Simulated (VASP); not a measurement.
Set up this calculation in VASP 6.6.1, as the native input.

```
Task                   : relaxation of cell and atoms
Functional             : PBE
Potentials or basis    : VASP PAW PBE potentials, release 64 (C)
Cutoff                 : 600 eV
k mesh                 : 8 × 8 × 12
Occupations            : gaussian, width 0.1 eV
Spin                   : no spin polarisation
Dipole correction      : no
Further INCAR settings : ALGO = Normal; EDIFF = 1e-07; IBRION = 2; EDIFFG = -0.01; NSW = 100; ISIF = 3
```

The structure of C lies in POSCAR:

```
C
1.0
    5.4186062385      0.0000000000      0.0000000000
    0.0000000000      5.4186062385      0.0000000000
    0.0000000000      0.0000000000      3.3614195062
C
12
Direct
    0.3203775897      0.4505861898      0.9494612320
    0.6796224103      0.5494138102      0.9494612320
    0.4505861898      0.6796224103      0.0505387680
    0.5494138102      0.3203775897      0.0505387680
    0.8203775897      0.0494138102      0.4494612320
    0.1796224103      0.9505861898      0.4494612320
    0.9505861898      0.8203775897      0.5505387680
    0.0494138102      0.1796224103      0.5505387680
    0.5982707347      0.0982707347      0.2500000000
    0.4017292653      0.9017292653      0.2500000000
    0.0982707347      0.4017292653      0.7500000000
    0.9017292653      0.5982707347      0.7500000000
```

The cell was generated, and may not be a known phase.

The input as run:

INCAR

```
SYSTEM = C
  PREC = Accurate
  ENCUT = 600
  EDIFF = 1E-7
  ISMEAR = 0
  SIGMA = 0.1
  LREAL = .FALSE.
  LASPH = .TRUE.
  NELM = 120
  ALGO = Normal
  ISIF = 3
  LWAVE = .FALSE.
  LCHARG = .FALSE.
  GGA = PE
  IBRION = 2
  NSW = 100
  EDIFFG = -0.01
  GGA_COMPAT = .FALSE.
  NELMIN = 4
```

KPOINTS

```
Automatic mesh
0
G
  8 8 12
  0 0 0
```

Potentials or basis: VASP PAW PBE potentials, release 64 (C).

Run with:

```bash
$ cat potpaw_PBE.64/C/POTCAR > POTCAR
$ mpirun -np 1 vasp_std > vasp.out
```

It gave:

- Relaxed volume: 8.25 Å³/atom
- Relaxed cell: a = 5.411 Å, b = 5.411 Å, c = 3.382 Å, α = 90.00°, β = 90.00°, γ = 90.00°
- Space group after relaxing (to 0.1 Å): P-4n2 (No. 118)
- Energy gained by relaxing: 0.2 meV/atom
- Ionic steps: 10
- Pressure after relaxing: 0.0 GPa
- Band gap on the k mesh: zero (bands 24 and 25 overlap by 1.07 eV)

Caveat: this functional lacks dispersion, which binds layers or chains, so the pressure and a relaxed spacing across them are unreliable.

Wall time 50 min on 1 thread of Oxide Virtual Turin-like Processor, with other jobs on the host, peak memory 0.38 GiB.
